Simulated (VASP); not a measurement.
# C (Fmmm) in VASP: further runs, part 3 of 3

VASP 6.6.1. The steps go on from the part before.

## (5) Relaxation of cell and atoms, PBEsol

This run uses another cell than the first one: it holds 2 atoms, not 4.

File INCAR:

```
ALGO     = Normal         # electronic algorithm
EDIFF    = 1E-7           # SCF threshold, eV
EDIFFG   = -0.01          # ionic threshold
ENCUT    = 600            # plane-wave cutoff, eV
GGA      = PS             # functional
IBRION   = 2              # ionic algorithm
ISIF     = 3              # what is computed and relaxed
ISMEAR   = 0              # smearing method
LASPH    = T              # aspherical terms in the spheres
LCHARG   = F              # write CHGCAR
LREAL    = F              # projectors in reciprocal space
LWAVE    = F              # write WAVECAR
NELM     = 100            # most SCF steps
NSW      = 100            # ionic steps
PREC     = Accurate       # precision mode
SIGMA    = 0.01           # smearing width, eV
```

File KPOINTS:

```
k-points
0
Gamma
  18 18 18
```

File POSCAR:

```
C
1.0
    0.0000000000      2.1305316416      3.6544366016
    1.2292845210      0.0000000000      3.6544366016
    1.2292845210      2.1305316416      0.0000000000
C
2
Direct
    0.1667713094      0.8332286906      0.1667713094
    0.8332286906      0.1667713094      0.8332286906
```

Potentials or basis: VASP PAW PBE potentials, release 64 (C).

Launch:

```sh
cat potpaw_PBE.64/C/POTCAR > POTCAR
mpirun -np 1 vasp_std > vasp.out
```

OUTCAR:

```text
EDIFF = 1E-7
   EDIFFG = -0.01
   ENCUT = 600
   GGA = PS
   IBRION = 2
   ISIF = 3
   ISMEAR = 0
   LASPH = T
   LREAL = F
   NELM = 100
   NSW = 100
   PREC = Accurate

 ion  position               nearest neighbor table
   1  0.167  0.833  0.167-   2 1.42   2 1.42   2 1.42
   2  0.833  0.167  0.833-   1 1.42   1 1.42   1 1.42

  LATTYP: Found a face centered orthorhombic cell.
 ALAT       =     2.4585690420
 B/A-ratio  =     1.7331477011
 C/A-ratio  =     2.9728159260

  Lattice vectors:

 A1 = (   0.0000000000,   2.1305316416,   3.6544366016)
 A2 = (   1.2292845210,   0.0000000000,   3.6544366016)
 A3 = (   1.2292845210,   2.1305316416,   0.0000000000)

Analysis of symmetry for initial positions (statically):
=====================================================================
 Subroutine PRICEL returns:
 Original cell was already a primitive cell.

 Routine SETGRP: Setting up the symmetry group for a
 face centered orthorhombic supercell.

 Subroutine GETGRP returns: Found  8 space group operations
 (whereof  8 operations were pure point group operations)
 out of a pool of  8 trial point group operations.

The static configuration has the point symmetry D_2h.

Analysis of symmetry for dynamics (positions and initial velocities):
=====================================================================
 Subroutine PRICEL returns:
 Original cell was already a primitive cell.

 Routine SETGRP: Setting up the symmetry group for a
 face centered orthorhombic supercell.

 Subroutine GETGRP returns: Found  8 space group operations
 (whereof  8 operations were pure point group operations)
 out of a pool of  8 trial point group operations.

The dynamic configuration has the point symmetry D_2h.

 Subroutine INISYM returns: Found  8 space group operations
 (whereof  8 operations are pure point group operations),
 and found     1 'primitive' translations

----------------------------------------------------------------------------------------

                                     Primitive cell

  volume of cell :      19.1422

[... 136 lines left out ...]
  free energy    TOTEN  =       -19.29306762 eV

  energy without entropy =      -19.29306759  energy(sigma->0) =      -19.29306760

------------------------ aborting loop because EDIFF is reached ----------------------------------------

  FORCE on cell =-STRESS in cart. coord.  units (eV):
  Direction    XX          YY          ZZ          XY          YZ          ZX
  --------------------------------------------------------------------------------------
  -------------------------------------------------------------------------------------
  Total        0.0886730     -0.0235638     -0.0281778      0.0000000      0.0000000      0.0000000
  in kB        7.4218337     -1.9722650     -2.3584507      0.0000000      0.0000000      0.0000000
  external PRESSURE =       1.0303727 kB  Pullay stress =       0.0000000 kB
[... 89 lines left out ...]
  FREE ENERGIE OF THE ION-ELECTRON SYSTEM (eV)
  ---------------------------------------------------
  free  energy   TOTEN  =       -19.2931201364 eV

  energy  without entropy=      -19.2931201042  energy(sigma->0) =      -19.29312012

 E-fermi :   3.9713     XC(G=0):  -9.9971

 val. band max:        3.9467623534   @ k =  -0.2778   0.0556   0.3333
 cond. band min:       3.9958180657   @ k =  -0.2222   0.1111   0.3333
 fundamental gap:      0.0490557123
 Fermi energy:         3.9712901650

 k-point     1 :       0.0000    0.0000    0.0000
  band No.  band energies     occupation
      1     -15.6395      2.00000
      2      -3.0307      2.00000
      3       0.9878      2.00000
      4       0.9912      2.00000
      5       7.4831      0.00000
      6      12.3215      0.00000
      7      12.3482      0.00000
      8      15.4959      0.00000
[... 243 lines left out ...]
 k-point    24 :      -0.2222    0.0556    0.0000
  band No.  band energies     occupation
      1     -13.8061      2.00000
      2      -4.1383      2.00000
      3      -1.3178      2.00000
      4      -1.0544      2.00000
      5       9.9663      0.00000
      6      10.3607      0.00000
      7      12.0020      0.00000
      8      18.4052      0.00000

 [... further k-points ...]

[... ionic steps 4 to 18 ...]

--------------------------------------- Ionic step       19  -------------------------------------------

 number of electron       8.0000000 magnetization

------------------------ aborting loop because EDIFF is reached ----------------------------------------
[... 67 lines left out ...]
--------------------------------------- Ionic step       21  -------------------------------------------

 number of electron       8.0000000 magnetization

 Free energy of the ion-electron system (eV)
  ---------------------------------------------------
  ext. energy  EPLUGINS =         0.00000000
  ---------------------------------------------------
  free energy    TOTEN  =       -19.29348990 eV

  energy without entropy =      -19.29348990  energy(sigma->0) =      -19.29348990

 E-fermi :   4.1122     XC(G=0): -10.1190

 val. band max:        4.0848981618   @ k =  -0.2778   0.0556   0.3333
 cond. band min:       4.1394548065   @ k =  -0.2222   0.1111   0.3333
 fundamental gap:      0.0545566447
 Fermi energy:         4.1121763699

 k-point     1 :       0.0000    0.0000    0.0000
  band No.  band energies     occupation
      1     -15.5076      2.00000
      2      -2.8152      2.00000
      3       1.1267      2.00000
      4       1.1359      2.00000
      5       7.7146      0.00000
      6      12.4544      0.00000
      7      12.4947      0.00000
      8      15.6248      0.00000
[... 282 lines left out ...]
  FREE ENERGIE OF THE ION-ELECTRON SYSTEM (eV)
  ---------------------------------------------------
  free  energy   TOTEN  =       -19.2934899022 eV

  energy  without entropy=      -19.2934898977  energy(sigma->0) =      -19.29348990

 reached required accuracy - stopping structural energy minimisation
```

OSZICAR:

```text
N       E                     dE             d eps       ncg     rms          rms(c)
DAV:   1     0.301121199677E+01    0.30112E+01   -0.46341E+03 13928   0.993E+02
DAV:   2    -0.202062230507E+02   -0.23217E+02   -0.22195E+02 21312   0.125E+02
[... 150 lines left out ...]
  20 F= -.19293481E+02 E0= -.19293481E+02  d E =-.265857E-04
       N       E                     dE             d eps       ncg     rms          rms(c)
DAV:   1    -0.192935433950E+02   -0.62480E-04   -0.21072E-03 14944   0.387E-01    0.300E-02
DAV:   2    -0.192935045969E+02    0.38798E-04   -0.55957E-05 19416   0.620E-02    0.160E-02
DAV:   3    -0.192934898802E+02    0.14717E-04   -0.56347E-05 16760   0.523E-02    0.403E-03
DAV:   4    -0.192934899022E+02   -0.22029E-07   -0.50602E-07 18136   0.754E-03
  21 F= -.19293490E+02 E0= -.19293490E+02  d E =-.898562E-05
```

CONTCAR:

```text
C
   1.00000000000000
    -0.0000000000000002    2.1299937883923747    3.5700524899248354
     1.2299865464396929    0.0000000000000001    3.5700524899248354
     1.2299865464396926    2.1299937883923747    0.0000000000000000
  C
     2
Direct
     0.1666798947233509    0.8333201052766492    0.1666798947233509
     0.8333201052766492    0.1666798947233509    0.8333201052766492

  0.00000000E+00  0.00000000E+00  0.00000000E+00
  0.00000000E+00  0.00000000E+00  0.00000000E+00
```

Run time: 14 min. Hardware: 1 thread of Intel Xeon Platinum 8488C (Sapphire Rapids), shared host; peak memory 0.26 GiB.

Results:

```
Free energy                            : -19.2935 eV
Relaxed volume                         : 9.35 Å³/atom
Relaxed cell                           : a = 4.157 Å, b = 3.776 Å, c = 2.460 Å, α = 80.63°, β = 63.66°, γ = 35.72°
Space group after relaxing (to 0.05 Å) : Fmmm (No. 69)
Energy gained by relaxing              : 0.2 meV/atom
Ionic steps                            : 21
Pressure after relaxing                : 0.0 GPa
Band gap on the k mesh                 : 0.05 eV, indirect (least direct gap 0.11 eV)
```

Step by step:
| step | energy change (eV) | largest force (eV/Å) | pressure (GPa) | volume (Å³) |
| --- | --- | --- | --- | --- |
| 1 | 0.0000 | 0.0555 | 0.10 | 19.14 |
| 2 | 0.0008 | 0.2782 | -0.48 | 19.16 |
| 3 | -0.0001 | 0.0119 | -0.02 | 19.15 |
| 4 | -0.0001 | 0.0131 | -0.02 | 19.15 |
| 5 | -0.0001 | 0.0126 | -0.23 | 19.14 |
| 6 | -0.0001 | 0.0045 | -0.16 | 19.14 |
| 7 | -0.0001 | 0.0057 | -0.07 | 19.12 |
| 8 | -0.0001 | 0.0069 | 0.01 | 19.11 |
| 9 | -0.0001 | 0.0093 | 0.15 | 19.07 |
| 10 | -0.0001 | 0.0088 | 0.16 | 19.07 |
| 11 | -0.0002 | 0.0071 | 0.15 | 19.05 |
| 12 | -0.0002 | 0.0037 | 0.11 | 19.03 |
| 13 | -0.0003 | 0.0033 | 0.05 | 18.97 |
| 14 | -0.0004 | 0.0171 | -0.07 | 18.87 |
| 15 | -0.0003 | 0.0447 | -0.32 | 18.66 |
| 16 | -0.0004 | 0.0273 | -0.18 | 18.79 |
| 17 | -0.0004 | 0.0017 | -0.08 | 18.74 |
| 18 | -0.0004 | 0.0131 | -0.03 | 18.72 |
| 19 | -0.0004 | 0.0090 | -0.07 | 18.73 |
| 20 | -0.0004 | 0.0114 | -0.05 | 18.73 |
| 21 | -0.0004 | 0.0004 | 0.03 | 18.71 |

Final structure:
```
CELL_PARAMETERS angstrom
0.00000 2.12999 3.57005
1.22999 0.00000 3.57005
1.22999 2.12999 0.00000
ATOMIC_POSITIONS crystal
C 0.16668 0.83332 0.16668
C 0.83332 0.16668 0.83332
```

Caveat: the PAW data sets were made with another functional, which shifts forces and pressure a little. A k mesh can miss the band edges.

## (6) Summary

| task | cell | k mesh | cutoff (eV) | smearing | gap on the mesh (eV) | pressure (GPa) |
| --- | --- | --- | --- | --- | --- | --- |
| single point | a = 3.668, b = 3.668, c = 4.261 Å, angles 90.0, 90.0, 39.2°, 4 atoms | 6 × 6 × 4 | 520 | gaussian 0.1 eV | 0.19 | 0.7 |
| single point | a = 3.664, b = 3.664, c = 4.261 Å, angles 90.0, 90.0, 140.8°, 4 atoms | 6 × 6 × 4 | 520 | gaussian 0.1 eV | 0.19 | 0.7 |
| single point | a = 4.239, b = 3.866, c = 2.459 Å, angles 80.8, 64.2, 34.9°, 2 atoms | 18 × 18 × 18 | 520 | gaussian 0.01 eV | 0.05 | 0.6 |
| relaxation of cell and atoms | relaxed from a = 4.230, b = 3.856, c = 2.460 Å, angles 80.8, 64.1, 35.0°, 2 atoms | 18 × 18 × 18 | 600 | gaussian 0.01 eV | 0.05 | 0.0 |

Alike in all rows: level PBEsol; potentials or basis VASP PAW PBE potentials, release 64 (C); no spin polarisation.

Caveats: some runs use coarse meshes; the PAW data sets were made with another functional, which shifts forces and pressure a little.

Total energies depend on the potentials used, so only differences within one code and one set of settings carry meaning.
